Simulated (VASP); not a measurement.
# InP (Fm-3m) in VASP: a series of runs

Runs on InP. Level: PBEsol. Tasks: vibrations by perturbation theory.

All numbers are computed with VASP 6.6.1; they aren't measurements. Logs are shortened: lines on timing, memory, paths and dates and some standing lists are left out, and cuts for length are marked.

## 1. The cell of the first run

It takes space group Fm-3m (No. 225, cubic). The conventional cell has a = 5.306 Å, b = 5.306 Å, c = 5.306 Å, α = 90.00°, β = 90.00°, γ = 90.00°. In (site symmetry m-3m) has 6 P at 2.65 Å within 3.5 Å. P (site symmetry m-3m) has 6 In at 2.65 Å within 3.5 Å.

## 2. Vibrations by perturbation theory, PBEsol

INCAR

```
SYSTEM = InP
PREC     = Accurate       ! precision mode
ENCUT    = 520            ! plane-wave cutoff, eV
EDIFF    = 1E-8           ! SCF threshold, eV
ISMEAR   = -1             ! smearing method
SIGMA    = 0.15           ! smearing width, eV
LREAL    = .False.        ! projectors in reciprocal space
LASPH    = .True.         ! aspherical terms in the spheres
NELM     = 100            ! most SCF steps
ALGO     = Normal         ! electronic algorithm
ISIF     = 2              ! what is computed and relaxed
LWAVE    = .False.        ! write WAVECAR
LCHARG   = .False.        ! write CHGCAR
GGA      = PS             ! functional
IBRION   = 8              ! ionic algorithm
NSW      = 1              ! ionic steps
```

KPOINTS

```
Automatic mesh
0
Gamma
  14 14 14
  0 0 0
```

POSCAR

```
InP
1.0
    0.0000000000      2.6528768397      2.6528768397
    2.6528768397      0.0000000000      2.6528768397
    2.6528768397      2.6528768397      0.0000000000
In P
1 1
Direct
    0.0000000000      0.0000000000      0.0000000000
    0.5000000000      0.5000000000      0.5000000000
```

Potentials or basis: VASP PAW PBE potentials, release 64 (In_d, P).

Command:

```console
cat potpaw_PBE.64/In_d/POTCAR potpaw_PBE.64/P/POTCAR > POTCAR
mpirun -np 1 vasp_std > vasp.out
```

OUTCAR:

```text
SYSTEM = InP
   PREC = Accurate
   ENCUT = 520
   EDIFF = 1E-8
   ISMEAR = -1
   LREAL = .False.
   LASPH = .True.
   NELM = 100
   ISIF = 2
   GGA = PS
   IBRION = 8
   NSW = 1

 ion  position               nearest neighbor table
   1  0.000  0.000  0.000-   2 2.65   2 2.65   2 2.65   2 2.65   2 2.65   2 2.65
   2  0.500  0.500  0.500-   1 2.65   1 2.65   1 2.65   1 2.65   1 2.65   1 2.65

  LATTYP: Found a face centered cubic cell.
 ALAT       =     5.3057536794

  Lattice vectors:

 A1 = (   0.0000000000,   2.6528768397,   2.6528768397)
 A2 = (   2.6528768397,   0.0000000000,   2.6528768397)
 A3 = (   2.6528768397,   2.6528768397,   0.0000000000)

Analysis of symmetry for initial positions (statically):
=====================================================================
 Subroutine PRICEL returns:
 Original cell was already a primitive cell.

 Routine SETGRP: Setting up the symmetry group for a
 face centered cubic supercell.

 Subroutine GETGRP returns: Found 48 space group operations
 (whereof 48 operations were pure point group operations)
 out of a pool of 48 trial point group operations.

The static configuration has the point symmetry O_h .

Analysis of symmetry for dynamics (positions and initial velocities):
=====================================================================
 Subroutine PRICEL returns:
 Original cell was already a primitive cell.

 Routine SETGRP: Setting up the symmetry group for a
 face centered cubic supercell.

 Subroutine GETGRP returns: Found 48 space group operations
 (whereof 48 operations were pure point group operations)
 out of a pool of 48 trial point group operations.

The dynamic configuration has the point symmetry O_h .

 Subroutine INISYM returns: Found 48 space group operations
 (whereof 48 operations are pure point group operations),
 and found     1 'primitive' translations

----------------------------------------------------------------------------------------

                                     Primitive cell

  volume of cell :      37.3406

  direct lattice vectors                    reciprocal lattice vectors
     0.000000000  2.652876840  2.652876840    -0.188474637  0.188474637  0.188474637
     2.652876840  0.000000000  2.652876840     0.188474637 -0.188474637  0.188474637
     2.652876840  2.652876840  0.000000000     0.188474637  0.188474637 -0.188474637

  length of vectors
     3.751734406  3.751734406  3.751734406     0.326447648  0.326447648  0.326447648

  position of ions in fractional coordinates (direct lattice)
     0.000000000  0.000000000  0.000000000
     0.500000000  0.500000000  0.500000000

  ion indices of the primitive-cell ions
   primitive index   ion index
                 1           1
                 2           2

----------------------------------------------------------------------------------------

 KPOINTS: Automatic mesh

Automatic generation of k-mesh.
 Grid dimensions read from file:
 generate k-points for:   14   14   14

 Generating k-lattice:

  Cartesian coordinates                     Fractional coordinates (reciprocal lattice)
    -0.013462474  0.013462474  0.013462474     0.071428571  0.000000000  0.000000000
     0.013462474 -0.013462474  0.013462474     0.000000000  0.071428571  0.000000000
     0.013462474  0.013462474 -0.013462474     0.000000000  0.000000000  0.071428571

  Length of vectors
     0.023317689  0.023317689  0.023317689

  Shift w.r.t. Gamma in fractional coordinates (k-lattice)
     0.000000000  0.000000000  0.000000000

 Subroutine IBZKPT returns following result:
 ===========================================
[... 77 lines left out ...]
   LEPSILON=     F    determine dielectric tensor
   LRPA    =     F    only Hartree local field effects (RPA)
 non-spin polarized calculation
  energy-cutoff  :      520.00
  volume of cell :       37.34
 maximum number of plane-waves:      1020
   NGX = 13   NGY = 13   NGZ = 13

--------------------------------------- Ionic step        1  -------------------------------------------

 number of electron      17.9999990 magnetization

 Free energy of the ion-electron system (eV)
  ---------------------------------------------------
  ext. energy  EPLUGINS =         0.00000000
  ---------------------------------------------------
  free energy    TOTEN  =        -8.74038190 eV

  energy without entropy =       -8.67870226  energy(sigma->0) =       -8.70954208

 E-fermi :   8.6428     XC(G=0): -11.1520

 val. band max:        8.6314988371   @ k =   0.5000   0.3571   0.0714
 cond. band min:       8.7358316030   @ k =  -0.4286   0.0714   0.0000
 fundamental gap:      0.1043327659
 Fermi energy:         8.6428017695

 k-point     1 :       0.0000    0.0000    0.0000
  band No.  band energies     occupation
      1      -5.7288      2.00000
      2      -5.7288      2.00000
      3      -5.6982      2.00000
      4      -5.6982      2.00000
      5      -5.6982      2.00000
      6      -4.4598      2.00000
      7       8.2263      1.88281
      8       8.2263      1.88281
      9       8.2263      1.88281
     10      10.1936      0.00006
     11      15.6985      0.00000
     12      15.6985      0.00000
     13      15.6985      0.00000
[... 354 lines left out ...]
  band No.  band energies     occupation
      1      -5.8663      2.00000
      2      -5.7335      2.00000
      3      -5.7217      2.00000
      4      -5.6401      2.00000
      5      -5.6158      2.00000
      6      -3.3368      2.00000
      7       4.6584      2.00000
      8       7.3964      1.99951
      9       7.8149      1.99202
     10      11.1391      0.00000
     11      13.3939      0.00000
     12      14.4649      0.00000
     13      15.3331      0.00000

 [... further k-points ...]
[... 5 lines left out ...]
  --------------------------------------------------------------------------------------
  -------------------------------------------------------------------------------------
  Total        2.1061533      2.1061533      2.1061533      0.0000000      0.0000000      0.0000000
  in kB       90.3689646     90.3689646     90.3689646      0.0000000      0.0000000      0.0000000
  external PRESSURE =      90.3689646 kB  Pullay stress =       0.0000000 kB

 VOLUME and BASIS-vectors are now :
 -----------------------------------------------------------------------------
  energy-cutoff  :      520.00
  volume of cell :       37.34
      direct lattice vectors                 reciprocal lattice vectors
     0.000000000  2.652876840  2.652876840    -0.188474637  0.188474637  0.188474637
     2.652876840  0.000000000  2.652876840     0.188474637 -0.188474637  0.188474637
     2.652876840  2.652876840  0.000000000     0.188474637  0.188474637 -0.188474637

 POSITION                                       TOTAL-FORCE (eV/Angst)
 -----------------------------------------------------------------------------------
      0.00000      0.00000      0.00000        -0.000000      0.000000      0.000000
      2.65288      2.65288      2.65288         0.000000     -0.000000     -0.000000
 -----------------------------------------------------------------------------------
    total drift:                               -0.000000      0.000000      0.000000

  FREE ENERGIE OF THE ION-ELECTRON SYSTEM (eV)
  ---------------------------------------------------
  free  energy   TOTEN  =        -8.7403818981 eV

  energy  without entropy=       -8.6787022626  energy(sigma->0) =       -8.70954208

[... ionic steps 2 to 3 ...]

--------------------------------------- Ionic step        4  -------------------------------------------

------------------------ aborting loop because EDIFF is reached ----------------------------------------

[... ionic steps 5 to 6 ...]

--------------------------------------- Ionic step        7  -------------------------------------------

 Free energy of the ion-electron system (eV)
  ---------------------------------------------------
  ---------------------------------------------------
  free energy    TOTEN  =        -0.04714744 eV

  energy without entropy =       -0.04714744

------------------------ aborting loop because EDIFF is reached ----------------------------------------

 INTERNAL STRAIN TENSOR  FOR ION    2  DIRECTION 1   (eV/Angst):
 -----------------------------------------------------------------------------
    -0.05725  0.00000 -0.00000
     0.00000  0.03556 -0.00000
     0.00000 -0.00000  0.03556

 INTERNAL STRAIN TENSOR FOR ION    2 for displacements in x,y,z  (eV/Angst):
          X           Y           Z          XY          YZ          ZX
  --------------------------------------------------------------------------------
  x     0.00000     0.00000     0.00000     0.00000     0.00000     0.00000
  y     0.00000     0.00000     0.00000     0.00000     0.00000     0.00000
  z     0.00000     0.00000     0.00000     0.00000     0.00000     0.00000

 SECOND DERIVATIVES (NOT SYMMETRIZED)
 ------------------------------------
               1X          1Y          1Z          2X          2Y          2Z
  1X    -4.337151    0.000000    0.000000    4.337151    0.000000    0.000000
  1Y     0.000000   -4.337151    0.000000    0.000000    4.337151    0.000000
  1Z     0.000000    0.000000   -4.337151    0.000000    0.000000    4.337151
  2X     4.352778    0.000000    0.000000   -4.352778    0.000000    0.000000
  2Y     0.000000    4.352778    0.000000    0.000000   -4.352778    0.000000
  2Z     0.000000    0.000000    4.352778    0.000000    0.000000   -4.352778

 Eigenvectors and eigenvalues of the dynamical matrix
 ----------------------------------------------------

   1 f  =    6.601321 THz    41.477323 2PiTHz  220.196363 cm-1    27.300857 meV
             X         Y         Z           dx          dy          dz
      0.000000  0.000000  0.000000    -0.460271    0.000000    0.000000
      2.652877  2.652877  2.652877     0.887778    0.000000    0.000000
[... 21 lines left out ...]
   6 f/i=    0.004851 THz     0.030479 2PiTHz    0.161806 cm-1     0.020061 meV
             X         Y         Z           dx          dy          dz
      0.000000  0.000000  0.000000    -0.887778    0.000000    0.000000
      2.652877  2.652877  2.652877    -0.460271    0.000000    0.000000

--------------------------------------------------------------------------------------------------------

 ELASTIC MODULI CONTR FROM IONIC RELAXATION (kBar)
 Direction    XX          YY          ZZ          XY          YZ          ZX
 --------------------------------------------------------------------------------
 XX           0.0000      0.0000      0.0000      0.0000      0.0000      0.0000
 YY           0.0000      0.0000      0.0000      0.0000      0.0000      0.0000
 ZZ           0.0000      0.0000      0.0000      0.0000      0.0000      0.0000
 XY           0.0000      0.0000      0.0000      0.0000      0.0000      0.0000
 YZ           0.0000      0.0000      0.0000      0.0000      0.0000      0.0000
 ZX           0.0000      0.0000      0.0000      0.0000      0.0000      0.0000
 --------------------------------------------------------------------------------
```

Run time: 4.9 min. Hardware: 1 thread of AMD EPYC 7R13 (Zen 3), shared host; peak memory 0.35 GiB.

What came out:

```
Highest phonon frequency at Γ, LO-TO splitting left out : 220 cm⁻¹
```

Phonon frequencies in cm⁻¹ (negative: imaginary):
| q point | frequencies |
| --- | --- |
| (0.000, 0.000, 0.000) | 0 0 0 220 220 220 |

Caveat: the cell stands under pressure or tension, which shifts response properties; the PAW data sets were made with another functional, which shifts forces and pressure a little; spin-orbit coupling is left out, which moves the levels of the heavy elements.

[end of part 1 of 2]
